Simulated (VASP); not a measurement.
Input of a VASP 6.6.1 run:

INCAR

```
PREC = Accurate
ENCUT = 520
EDIFF = 1E-7
ISMEAR = 0
SIGMA = 0.1
LREAL = F
LASPH = T
NELM = 100
ALGO = Normal
ISIF = 2
LWAVE = F
LCHARG = F
GGA = PE
NBANDS = 28
```

Contents of KPOINTS:

```
regular mesh
0
Gamma
  4 4 4
```

POSCAR

```
PbO
1.0
    4.0604585745      0.0000000000      0.0000000000
    0.0000000000      4.0604585745      0.0000000000
    0.0000000000      0.0000000000      5.4874670141
Pb O
2 2
Direct
    0.0000000000      0.5000000000      0.2162408902
    0.5000000000      0.0000000000      0.7837591098
    0.0000000000      0.0000000000      0.0000000000
    0.5000000000      0.5000000000      0.0000000000
```

Potentials or basis: VASP PAW PBE potentials, release 64 (Pb_d, O).

Launch:

```sh
$ cat potpaw_PBE.64/Pb_d/POTCAR potpaw_PBE.64/O/POTCAR > POTCAR
$ mpirun -np 1 vasp_std > vasp.out
```

Predict the largest force.

0.042 eV/Å.

What does it give for the band gap on the k mesh?

1.73 eV, indirect (least direct gap 1.95 eV).

Stress tensor (GPa, compression positive):
```
0.10 0.00 0.00
0.00 0.10 0.00
0.00 0.00 0.27
```

Caveat: spin-orbit coupling is left out, which moves the levels of the heavy elements. A k mesh can miss the band edges.
